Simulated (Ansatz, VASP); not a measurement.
## W in VASP and in Ansatz

File INCAR:

```
SYSTEM = W
PREC     = Accurate       ! precision mode
ENCUT    = 520            ! plane-wave cutoff, eV
EDIFF    = 1E-6           ! SCF threshold, eV
ISMEAR   = 1              ! smearing method
SIGMA    = 0.1            ! smearing width, eV
LREAL    = .FALSE.        ! projectors in reciprocal space
LASPH    = .TRUE.         ! aspherical terms in the spheres
NELM     = 100            ! most SCF steps
ALGO     = Normal         ! electronic algorithm
ISIF     = 2              ! what is computed and relaxed
LWAVE    = .FALSE.        ! write WAVECAR
LCHARG   = .FALSE.        ! write CHGCAR
GGA      = PS             ! functional
NBANDS   = 13             ! bands
```

Contents of KPOINTS:

```
Automatic mesh
0
G
  36 36 36
  0 0 0
```

POSCAR

```
W
1.0
   -1.5800000000      1.5800000000      1.5800000000
    1.5800000000     -1.5800000000      1.5800000000
    1.5800000000      1.5800000000     -1.5800000000
W
1
Direct
    0.0000000000      0.0000000000      0.0000000000
```

Input for Ansatz:

```yaml
crystal:
  lattice:
    - [-1.58, 1.58, 1.58]
    - [1.58, -1.58, 1.58]
    - [1.58, 1.58, -1.58]
  atoms:
    - { symbol: W, position: [0.0, 0.0, 0.0] }
kpoints:
  mp_grid: { grid: [36, 36, 36] }
scf:
  occupations: { method: cold, width: 0.1 }
hamiltonian:
  xc: pbesol
  pseudopotentials: { kind: paw, azcp: { folder: soft_1 } }
output:
  forces: true
  stress: true
  populations: false
```

Alike in both runs: task single point; functional PBEsol; k mesh 36 × 36 × 36; no spin polarisation.

|  | VASP | Ansatz |
| --- | --- | --- |
| version | VASP 6.6.1 | Ansatz 0.2.0 |
| potentials or method | VASP PAW PBE potentials, release 64 (W_sv) | plane-wave PAW, scalar-relativistic |
| plane-wave cutoff (eV) | 520 | 420 |
| occupations | methfessel-paxton of order 1, width 0.1 eV | cold, width 0.1 eV |
| valence electrons in the cell | 14 | 14 |

```csv
,VASP,Ansatz,Ansatz less VASP
pressure (GPa),-1.1,-1.7,-0.60
```

VASP's potentials were made for PBE, not for PBEsol, and Ansatz warns of the same on its side.

Neither program's run includes spin-orbit coupling.
